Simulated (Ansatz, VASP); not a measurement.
## SnSe: VASP and Ansatz over several settings

```
Sn Se
1.0
     0.00000    2.94855    2.94855
     2.94855    0.00000    2.94855
     2.94855    2.94855    0.00000
Sn Se
1 1
Direct
  0.00000 0.00000 0.00000
  0.50000 0.50000 0.50000
```

Single points on this cell with VASP 6.6.1 and Ansatz 0.2.0. Each row is one pair of runs. Alike in all rows: spin: off; k mesh: 8 × 8 × 8; smearing: fermi-dirac, width 0.05 eV.

```csv
level,"VASP's potentials, cutoff","Ansatz's potentials, cutoff","gap on the k mesh at the Fermi level (eV), VASP","gap on the k mesh at the Fermi level (eV), Ansatz","least direct gap on the mesh (eV), VASP","least direct gap on the mesh (eV), Ansatz","pressure (GPa), VASP","pressure (GPa), Ansatz"
r2SCAN,"VASP PAW PBE potentials, release 64 (Sn_d, Se), 520 eV","Ansatz PAW, 500 eV",0.72,0.72,0.76,0.76,3.6,3.6
RPBE+D4,"VASP PAW PBE potentials, release 64 (Sn_d, Se), 520 eV","Ansatz PAW, 420 eV",0.74,0.74,0.84,0.84,1.4,1.4
PBE exchange alone,"VASP PAW PBE potentials, release 64 (Sn_d, Se), 520 eV","Ansatz PAW, 420 eV",?,0.66,?,0.66,?,15.3
LDA,"VASP PAW LDA potentials, release 64 (Sn_d, Se), 520 eV","Ansatz PAW, 420 eV",0.77,0.78,0.91,0.89,0.0,-0.1
```

Problem. Fill in what VASP gave in row 3.

Solution. gap on the k mesh at the Fermi level (eV): 0.67; least direct gap on the mesh (eV): 0.67; pressure (GPa): 15.3.

VASP's potentials hold 20 valence electrons a cell and Ansatz's 30, so a difference there can come from the potentials and not from the codes.
